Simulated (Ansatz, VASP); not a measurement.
# BaTiO3: VASP beside Ansatz

```
Ba Ti O
1.0
     4.01925    0.00000    0.00000
     0.00000    4.01925    0.00000
     0.00000    0.00000    4.01925
Ba Ti O
1 1 3
Cartesian
  2.0096 2.0096 2.0096
  0.0000 0.0000 0.0000
  2.0096 0.0849 0.0849
  0.0000 2.0096 0.0000
  0.0000 0.0000 2.0096
```

Alike in both runs: task single point; functional PBE; k mesh 8 × 8 × 8; occupations gaussian, width 0.05 eV; no spin polarisation.

|  | VASP | Ansatz |
| --- | --- | --- |
| version | VASP 6.6.1 | Ansatz 0.2.0 |
| potentials or method | VASP PAW PBE potentials, release 64 (Ba_sv, Ti_sv, O), cutoff 520 eV | scalar-relativistic, plane waves, PAW |
| valence electrons in the cell | 40 | 40 |

Ansatz gave:

```
gap on the k mesh at the Fermi level (eV)                     : 1.77
least direct gap on the mesh (eV)                             : 1.91
pressure (GPa)                                                : 0.1
traceless stress, the component that is largest in VASP (GPa) : -0.12
rms of the force components (eV/Å)                            : 0.219
```

Task: Which values does VASP return?

Result: gap on the k mesh at the Fermi level (eV): 1.71; least direct gap on the mesh (eV): 1.88; pressure (GPa): 1.8; traceless stress, the component that is largest in VASP (GPa): -0.15; rms of the force components (eV/Å): 0.226.

Atom by atom the forces differ by 0.013 eV/Å (rms over components).

Neither program's run includes spin-orbit coupling.
